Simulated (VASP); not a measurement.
# Si2Ni (Fm-3m) in VASP: single point with PBE+D3(BJ)

Aim: the single point of Si2Ni with PBE+D3(BJ).

Everything below comes from runs of VASP 6.6.1. Logs are shortened: lines on timing, memory, paths and dates and some standing lists are left out, and cuts for length are marked.

## Step 1: The cell of the first run

Symmetry: Fm-3m, No. 225, cubic system. Conventional cell: a = 5.382 Å, b = 5.382 Å, c = 5.382 Å, α = 90.00°, β = 90.00°, γ = 90.00°. Within 3.1 Å of Si (site symmetry -43m) lie 4 Ni at 2.33 Å and 6 Si at 2.69 Å. Within 3.1 Å of Ni (site symmetry m-3m) lie 8 Si at 2.33 Å.

## Step 2: Single point, PBE+D3(BJ)

Input file INCAR:

```
SYSTEM = Si2Ni
PREC     = Accurate       ! precision mode
ENCUT    = 520            ! plane-wave cutoff, eV
EDIFF    = 1E-6           ! SCF threshold, eV
ISMEAR   = 0              ! smearing method
SIGMA    = 0.1            ! smearing width, eV
LREAL    = .FALSE.        ! projectors in reciprocal space
LASPH    = .TRUE.         ! aspherical terms in the spheres
NELM     = 100            ! most SCF steps
ALGO     = Normal         ! electronic algorithm
ISIF     = 2              ! what is computed and relaxed
LWAVE    = .FALSE.        ! write WAVECAR
LCHARG   = .FALSE.        ! write CHGCAR
GGA      = PE             ! functional
IVDW     = 12             ! dispersion correction
NBANDS   = 16             ! bands
```

Input file KPOINTS:

```
regular mesh
0
G
  14 14 14
  0 0 0
```

Input file POSCAR:

```
Si2Ni
1.0
    0.0000000000      2.6907806580      2.6907806580
    2.6907806580      0.0000000000      2.6907806580
    2.6907806580      2.6907806580      0.0000000000
Si Ni
2 1
Direct
    0.2500000000      0.2500000000      0.2500000000
    0.7500000000      0.7500000000      0.7500000000
    0.0000000000      0.0000000000      0.0000000000
```

Potentials or basis: VASP PAW PBE potentials, release 64 (Si, Ni).

Launch:

```console
cat potpaw_PBE.64/Si/POTCAR potpaw_PBE.64/Ni/POTCAR > POTCAR
mpirun -np 1 vasp_std > vasp.out
```

OUTCAR:

```text
SYSTEM = Si2Ni
   PREC = Accurate
   ENCUT = 520
   EDIFF = 1E-6
   ISMEAR = 0
   LREAL = .FALSE.
   LASPH = .TRUE.
   NELM = 100
   ISIF = 2
   GGA = PE
   IVDW = 12
 IVDW          = 12

 ion  position               nearest neighbor table
   1  0.250  0.250  0.250-   3 2.33   3 2.33   3 2.33   3 2.33   2 2.69   2 2.69   2 2.69   2 2.69
                             2 2.69   2 2.69
   2  0.750  0.750  0.750-   3 2.33   3 2.33   3 2.33   3 2.33   1 2.69   1 2.69   1 2.69   1 2.69
                             1 2.69   1 2.69
   3  0.000  0.000  0.000-   2 2.33   2 2.33   2 2.33   1 2.33   2 2.33   1 2.33   1 2.33   1 2.33

  LATTYP: Found a face centered cubic cell.
 ALAT       =     5.3815613160

  Lattice vectors:

 A1 = (   0.0000000000,   2.6907806580,   2.6907806580)
 A2 = (   2.6907806580,   0.0000000000,   2.6907806580)
 A3 = (   2.6907806580,   2.6907806580,   0.0000000000)

Analysis of symmetry for initial positions (statically):
=====================================================================
 Subroutine PRICEL returns:
 Original cell was already a primitive cell.

 Routine SETGRP: Setting up the symmetry group for a
 face centered cubic supercell.

 Subroutine GETGRP returns: Found 48 space group operations
 (whereof 48 operations were pure point group operations)
 out of a pool of 48 trial point group operations.

The static configuration has the point symmetry O_h .

Analysis of symmetry for dynamics (positions and initial velocities):
=====================================================================
 Subroutine PRICEL returns:
 Original cell was already a primitive cell.

 Routine SETGRP: Setting up the symmetry group for a
 face centered cubic supercell.

 Subroutine GETGRP returns: Found 48 space group operations
 (whereof 48 operations were pure point group operations)
 out of a pool of 48 trial point group operations.

The dynamic configuration has the point symmetry O_h .

 Subroutine INISYM returns: Found 48 space group operations
 (whereof 48 operations are pure point group operations),
 and found     1 'primitive' translations

----------------------------------------------------------------------------------------

                                     Primitive cell

  volume of cell :      38.9641

  direct lattice vectors                    reciprocal lattice vectors
     0.000000000  2.690780658  2.690780658    -0.185819680  0.185819680  0.185819680
     2.690780658  0.000000000  2.690780658     0.185819680 -0.185819680  0.185819680
     2.690780658  2.690780658  0.000000000     0.185819680  0.185819680 -0.185819680

  length of vectors
     3.805338500  3.805338500  3.805338500     0.321849126  0.321849126  0.321849126

  position of ions in fractional coordinates (direct lattice)
     0.250000000  0.250000000  0.250000000
     0.750000000  0.750000000  0.750000000
     0.000000000  0.000000000  0.000000000

  ion indices of the primitive-cell ions
   primitive index   ion index
                 1           1
                 2           2
                 3           3

----------------------------------------------------------------------------------------

 KPOINTS: regular mesh

Automatic generation of k-mesh.
 Grid dimensions read from file:
 generate k-points for:   14   14   14

 Generating k-lattice:

  Cartesian coordinates                     Fractional coordinates (reciprocal lattice)
    -0.013272834  0.013272834  0.013272834     0.071428571  0.000000000  0.000000000
     0.013272834 -0.013272834  0.013272834     0.000000000  0.071428571  0.000000000
     0.013272834  0.013272834 -0.013272834     0.000000000  0.000000000  0.071428571

  Length of vectors
     0.022989223  0.022989223  0.022989223

  Shift w.r.t. Gamma in fractional coordinates (k-lattice)
     0.000000000  0.000000000  0.000000000

 Subroutine IBZKPT returns following result:
 ===========================================

 Found    104 irreducible k-points:

 Following reciprocal coordinates:
            Coordinates               Weight
  0.000000  0.000000  0.000000      1.000000
  0.071429  0.000000  0.000000      8.000000
  0.142857  0.000000  0.000000      8.000000
  0.214286  0.000000  0.000000      8.000000
  0.285714  0.000000  0.000000      8.000000
  0.357143  0.000000  0.000000      8.000000
[... 16 lines left out ...]
  0.214286  0.142857  0.000000     24.000000
  0.285714  0.142857  0.000000     24.000000
 [... further k-points ...]
   k-points           NKPTS =    104   k-points in BZ     NKDIM =    104   number of bands    NBANDS=     16
   number of dos      NEDOS =    301   number of ions     NIONS =      3
   total plane-waves  NPLWV =  21952
   dimension x,y,z NGX =    28 NGY =   28 NGZ =   28
   dimension x,y,z NGXF=    56 NGYF=   56 NGZF=   56
   ions per type =               2   1
   NGX,Y,Z   is equivalent  to a cutoff of  12.23, 12.23, 12.23 a.u.
   NGXF,Y,Z  is equivalent  to a cutoff of  24.47, 24.47, 24.47 a.u.
 SYSTEM =  Si2Ni
   PREC   = accura    normal or accurate (medium, high low for compatibility)
   ISTART =      0    job   : 0-new  1-cont  2-samecut
   ICHARG =      2    charge: 1-file 2-atom 10-const
   ISPIN  =      1    spin polarized calculation?
   LNONCOLLINEAR =      F non collinear calculations
   LSORBIT =      F    spin-orbit coupling
   LASPH  =      T    aspherical Exc in radial PAW
   ENCUT  =  520.0 eV  38.22 Ry    6.18 a.u.   7.08  7.08  7.08*2*pi/ulx,y,z
   NELM   =    100;   NELMIN=  2; NELMDL= -5     # of ELM steps
   EDIFF  = 0.1E-05   stopping-criterion for ELM
   LREAL  =      F    real-space projection
   EDIFFG = 0.1E-04   stopping-criterion for IOM
   NSW    =      0    number of steps for IOM
   IBRION =     -1    ionic relax: 0-MD 1-quasi-New 2-CG
   NFREE  =      0    steps in history (QN), initial steepest desc. (CG)
   ISIF   =      2    stress and relaxation
   ISYM   =      2    0-nonsym 1-usesym 2-fastsym
   POTIM  = 0.5000    time-step for ionic-motion
   TEBEG  =    0.0;   TEEND  =   0.0 temperature during run
   PSTRESS=    0.0 pullay stress
   NELECT =      18.0000    total number of electrons
   NUPDOWN=      -1.0000    fix difference up-down
   EMIN   =  10.00;   EMAX   =-10.00  energy-range for DOS
   EFERMI =   0.00;   METHOD = LEGACY
   ISMEAR =     0;   SIGMA  =   0.10  broadening in eV -4-tet -1-fermi 0-gaus
   EFERMI_NEDOS =   21; number of points for ismear=-14 and -15
   IALGO  =     38    algorithm
   IMIX   =      4    mixing-type and parameters
     AMIX     =   0.40;   BMIX     =  1.00
     AMIX_MAG =   1.60;   BMIX_MAG =  1.00
  volume/ion in A,a.u.               =      12.99        87.65
  Fermi-wavevector in a.u.,A,eV,Ry     =   1.265544  2.391532 21.791125  1.601603
  Thomas-Fermi vector in A             =   2.398792
   LORBIT       =      0    0 simple, 1 ext, 2 COOP (PROOUT), +10 PAW based schemes
   GGA     = PE    functional components
   LHFCALC =     F    Hartree Fock is set to
   AEXX    =    0.0000 exact exchange contribution
   IVDW    =    12    specifies the selected vdW correction
   LEPSILON=     F    determine dielectric tensor
   LRPA    =     F    only Hartree local field effects (RPA)
 non-spin polarized calculation
 Gauss-broadening in eV      SIGMA  =   0.10
  energy-cutoff  :      520.00
  volume of cell :       38.96
 maximum number of plane-waves:      1067
   NGX = 15   NGY = 15   NGZ = 15

 number of electron      17.9999993 magnetization

 Free energy of the ion-electron system (eV)
  ---------------------------------------------------
  ext. energy  EPLUGINS =         0.00000000
  ---------------------------------------------------
  free energy    TOTEN  =       -17.34780557 eV

  energy without entropy =      -17.34344455  energy(sigma->0) =      -17.34562506

 E-fermi :  10.7065     XC(G=0): -11.6490

 val. band max:       10.6517674392   @ k =  -0.0714   0.0714   0.0000
 cond. band min:      10.7205878353   @ k =  -0.2143   0.1429   0.0000
 fundamental gap:      0.0688203960
 Fermi energy:        10.7065378993

 k-point     1 :       0.0000    0.0000    0.0000
  band No.  band energies     occupation
      1      -3.3270      2.00000
      2       5.3672      2.00000
      3       5.3672      2.00000
      4       5.3672      2.00000
      5       7.0750      2.00000
      6       7.0750      2.00000
[... 8 lines left out ...]
     15      15.4111      0.00000
     16      15.4111      0.00000

 k-point     2 :       0.0714    0.0000    0.0000
  band No.  band energies     occupation
      1      -3.2505      2.00000
      2       5.2141      2.00000
      3       5.3918      2.00000
      4       5.3918      2.00000
      5       7.0602      2.00000
      6       7.0602      2.00000
[... 8 lines left out ...]
     15      15.0855      0.00000
     16      15.2711      0.00000

 k-point     3 :       0.1429    0.0000    0.0000
  band No.  band energies     occupation
      1      -3.0220      2.00000
      2       4.7764      2.00000
      3       5.4609      2.00000
      4       5.4609      2.00000
      5       7.0252      2.00000
      6       7.0252      2.00000
[... 8 lines left out ...]
     15      14.9170      0.00000
     16      15.3078      0.00000

 k-point     4 :       0.2143    0.0000    0.0000
  band No.  band energies     occupation
      1      -2.6444      2.00000
      2       4.0976      2.00000
      3       5.5595      2.00000
      4       5.5595      2.00000
      5       6.9961      2.00000
      6       6.9961      2.00000
[... 8 lines left out ...]
     15      15.6168      0.00000
     16      16.3468      0.00000

 k-point     5 :       0.2857    0.0000    0.0000
  band No.  band energies     occupation
      1      -2.1232      2.00000
      2       3.2314      2.00000
      3       5.6616      2.00000
      4       5.6616      2.00000
      5       7.0087      2.00000
      6       7.0087      2.00000
[... 8 lines left out ...]
     15      16.6587      0.00000
     16      17.4222      0.00000

 k-point     6 :       0.3571    0.0000    0.0000
  band No.  band energies     occupation
      1      -1.4684      2.00000
      2       2.2556      2.00000
      3       5.7386      2.00000
      4       5.7386      2.00000
      5       7.0870      2.00000
      6       7.0870      2.00000
[... 8 lines left out ...]
     15      17.8483      0.00000
     16      18.5714      0.00000
[... 267 lines left out ...]
 k-point    21 :      -0.0714    0.0714    0.0000
  band No.  band energies     occupation
      1      -3.1234      2.00000
      2       5.0019      2.00000
      3       5.3768      2.00000
      4       5.4565      2.00000
      5       6.9968      2.00000
      6       7.0772      2.00000
[... 8 lines left out ...]
     15      14.8257      0.00000
     16      15.7031      0.00000

 k-point    22 :       0.1429    0.1429    0.0000
  band No.  band energies     occupation
      1      -2.9204      2.00000
      2       4.8366      2.00000
      3       5.4086      2.00000
      4       5.4086      2.00000
      5       6.8100      2.00000
      6       7.1507      2.00000
[... 8 lines left out ...]
     15      16.0799      0.00000
     16      16.0799      0.00000

 k-point    23 :       0.2143    0.1429    0.0000
  band No.  band energies     occupation
      1      -2.6433      2.00000
      2       4.4626      2.00000
      3       5.4529      2.00000
      4       5.4790      2.00000
      5       6.6622      2.00000
      6       7.1796      2.00000
[... 8 lines left out ...]
     15      16.7642      0.00000
     16      16.8720      0.00000

 k-point    24 :       0.2857    0.1429    0.0000
  band No.  band energies     occupation
      1      -2.2198      2.00000
      2       3.8392      2.00000
      3       5.5308      2.00000
      4       5.5748      2.00000
      5       6.5383      2.00000
      6       7.2096      2.00000
[... 8 lines left out ...]
     15      17.7557      0.00000
     16      18.0150      0.00000

 [... further k-points ...]

------------------------ aborting loop because EDIFF is reached ----------------------------------------

 Edisp (eV)   -1.35397

 E8    (eV) :    -0.5676

  FORCE on cell =-STRESS in cart. coord.  units (eV):
  Direction    XX          YY          ZZ          XY          YZ          ZX
  --------------------------------------------------------------------------------------
  -------------------------------------------------------------------------------------
  Total      -0.03256    -0.03256    -0.03256    -0.00000     0.00000    -0.00000
  in kB      -1.33883    -1.33883    -1.33883    -0.00000     0.00000    -0.00000
  external pressure =       -1.34 kB  Pullay stress =        0.00 kB

 VOLUME and BASIS-vectors are now :
 -----------------------------------------------------------------------------
  energy-cutoff  :      520.00
  volume of cell :       38.96
      direct lattice vectors                 reciprocal lattice vectors
     0.000000000  2.690780658  2.690780658    -0.185819680  0.185819680  0.185819680
     2.690780658  0.000000000  2.690780658     0.185819680 -0.185819680  0.185819680
     2.690780658  2.690780658  0.000000000     0.185819680  0.185819680 -0.185819680

 POSITION                                       TOTAL-FORCE (eV/Angst)
 -----------------------------------------------------------------------------------
      1.34539      1.34539      1.34539        -0.000000     -0.000000     -0.000000
      4.03617      4.03617      4.03617         0.000000      0.000000      0.000000
      0.00000      0.00000      0.00000        -0.000000      0.000000     -0.000000
 -----------------------------------------------------------------------------------
    total drift:                               -0.000000     -0.000000      0.000000

  FREE ENERGIE OF THE ION-ELECTRON SYSTEM (eV)
  ---------------------------------------------------
  free  energy   TOTEN  =       -18.7017712881 eV

  energy  without entropy=      -18.6974102741  energy(sigma->0) =      -18.69959078
```

It took 2.1 min on 1 thread of AMD EPYC 7R13, shared host; peak memory 0.18 GiB.

What came out:

```yaml
Free_energy: -18.7018 eV
Pressure: -0.1 GPa
Band_gap_on_the_k_mesh: zero (band 9 reaches 12.38 eV, above the bottom of band 10 at 10.26 eV)
Dispersion_energy_per_atom: -0.451 eV
```

Levels at points of the mesh, in eV from the Fermi level:
| k point | band 5 | band 6 | band 7 | band 8 | band 9 | band 10 | band 11 | band 12 | band 13 | band 14 |
| --- | --- | --- | --- | --- | --- | --- | --- | --- | --- | --- |
| (0.00, 0.00, 0.00) | -3.63 | -3.63 | -0.24 | 1.67 | 1.67 | 1.67 | 2.21 | 2.21 | 2.21 | 4.70 |
| (0.50, 0.00, 0.00) | -3.82 | -3.44 | -3.44 | -1.53 | -1.53 | 1.76 | 1.76 | 1.76 | 2.64 | 9.19 |
| (0.50, 0.50, 0.00) | -4.64 | -3.72 | -3.72 | -3.55 | -3.22 | -0.45 | 1.34 | 7.67 | 8.37 | 8.37 |

Caveat: pairwise dispersion overbinds metals, which lowers pressure and volume. Spin polarisation is off, so any magnetic state and its effect on volume and gap are missing.
